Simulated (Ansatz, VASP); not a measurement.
# One calculation of Ta, two programs

INCAR

```
SYSTEM = Ta
ALGO = Fast
EDIFF = 1E-7
ENCUT = 520
GGA = PE
ISIF = 2
ISMEAR = 0
LASPH = .TRUE.
LCHARG = .FALSE.
LREAL = .FALSE.
LWAVE = .FALSE.
NBANDS = 12
NELM = 80
PREC = Accurate
SIGMA = 0.15
```

The input KPOINTS:

```
k-points
0
G
  20 20 20
  0 0 0
```

File POSCAR:

```
Ta
1.0
   -1.6156242066      1.6156242066      1.8208084808
    1.6156242066     -1.6156242066      1.8208084808
    1.6156242066      1.6156242066     -1.8208084808
Ta
1
Direct
    0.0000000000      0.0000000000      0.0000000000
```

Input for Ansatz:

```yaml
crystal:
  lattice:
    - [-1.6156242066, 1.6156242066, 1.8208084808]
    - [1.6156242066, -1.6156242066, 1.8208084808]
    - [1.6156242066, 1.6156242066, -1.8208084808]
  atoms:
    - { symbol: Ta, position: [0.0, 0.0, 0.0] }
basis:
  ecutwfc: 420
kpoints:
  mp_grid: { grid: [20, 20, 20] }
hamiltonian:
  xc: pbe
  pseudopotentials: { kind: paw, azcp: { folder: soft_1 } }
scf:
  occupations: { method: gaussian, width: 0.15 }
output:
  forces: true
  stress: true
  eigenvalues: true
  write_density: true
  write_potential: true
  elf: true
  volumetric_format: npy
```

Alike in both runs: task single point; functional PBE; k mesh 20 × 20 × 20; occupations gaussian, width 0.15 eV; no spin polarisation.

```csv
,VASP,Ansatz
version,VASP 6.6.1,Ansatz 0.2.0
potentials or method,"VASP PAW PBE potentials, release 64 (Ta_pv), cutoff 520 eV","scalar-relativistic, plane waves, PAW"
valence electrons in the cell,11,13
```

|  | VASP | Ansatz | Ansatz less VASP |
| --- | --- | --- | --- |
| gap on the k mesh at the Fermi level (eV) | none | none | - |
| pressure (GPa) | -5.9 | -5.9 | +0.04 |
| traceless stress, the component that is largest in VASP (GPa) | -6.36 | -6.36 | +0.005 |

A gap of «none» marks a metal or a gap that the smearing closes. VASP's potentials hold 11 valence electrons a cell and Ansatz's 13, so a difference there can come from the potentials and not from the codes.

Spin-orbit coupling is off throughout.
